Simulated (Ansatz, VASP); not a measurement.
MgS in VASP and in Ansatz

The input INCAR:

```
SYSTEM = MgS
PREC     = Accurate       ! precision mode
ENCUT    = 520            ! plane-wave cutoff, eV
EDIFF    = 1E-6           ! SCF threshold, eV
ISMEAR   = 0              ! smearing method
SIGMA    = 0.02           ! smearing width, eV
LREAL    = .False.        ! projectors in reciprocal space
LASPH    = .True.         ! aspherical terms in the spheres
NELM     = 60             ! most SCF steps
ALGO     = Normal         ! electronic algorithm
ISIF     = 2              ! what is computed and relaxed
LWAVE    = .False.        ! write WAVECAR
LCHARG   = .False.        ! write CHGCAR
GGA      = PS             ! functional
NBANDS   = 11             ! bands
```

File KPOINTS:

```
regular mesh
0
Gamma
  8 8 8
  0 0 0
```

File POSCAR:

```
MgS
1.0
    0.0560915740      2.6463723635      2.5248492920
    2.6127590455     -0.0228945200      2.6038353860
    2.5188394805      2.6314388925      0.0710250450
Mg S
1 1
Direct
    0.0078911460      0.0031364711     -0.0056387293
    0.4921088540      0.4968635289      0.5056387293
```

Input for Ansatz:

```yaml
crystal:
  lattice:
    - [0.056091574, 2.6463723635, 2.524849292]
    - [2.6127590455, -0.02289452, 2.603835386]
    - [2.5188394805, 2.6314388925, 0.071025045]
  atoms:
    - { symbol: Mg, position: [0.007891146, 0.0031364711, -0.0056387293] }
    - { symbol: S, position: [0.492108854, 0.4968635289, 0.5056387293] }
basis:
  ecutwfc: 420
kpoints:
  mp_grid: { grid: [8, 8, 8] }
hamiltonian:
  xc: pbesol
scf:
  occupations: { method: gaussian, width: 0.02 }
output:
  forces: true
  stress: true
  eigenvalues: true
```

Change from the starting cell: all atoms moved at random, cell strained at random.

Alike in both runs: task single point; functional PBEsol; k mesh 8 × 8 × 8; occupations gaussian, width 0.02 eV; no spin polarisation.

|  | VASP | Ansatz |
| --- | --- | --- |
| version | VASP 6.6.1 | Ansatz 0.2.0 |
| potentials or method | VASP PAW PBE potentials, release 64 (Mg, S), cutoff 520 eV | scalar-relativistic, plane waves, PAW |
| valence electrons in the cell | 8 | 16 |

|  | VASP | Ansatz | Ansatz less VASP |
| --- | --- | --- | --- |
| gap on the k mesh at the Fermi level (eV) | 2.43 | 2.43 | -0.005 |
| least direct gap on the mesh (eV) | 3.53 | 3.53 | -0.002 |
| pressure (GPa) | 2.2 | 2.4 | +0.20 |
| traceless stress, the component that is largest in VASP (GPa) | -3.93 | -3.93 | -0.008 |
| rms of the force components (eV/Å) | 0.148 | 0.148 | -0.0003 |

VASP's potentials were made for PBE, not for PBEsol. Atom by atom the forces differ by 0.000 eV/Å (rms over components). The functional is the same, so the differences come from potentials, cutoffs and numerics. VASP's potentials hold 8 valence electrons a cell and Ansatz's 16, so a difference there can come from the potentials and not from the codes.
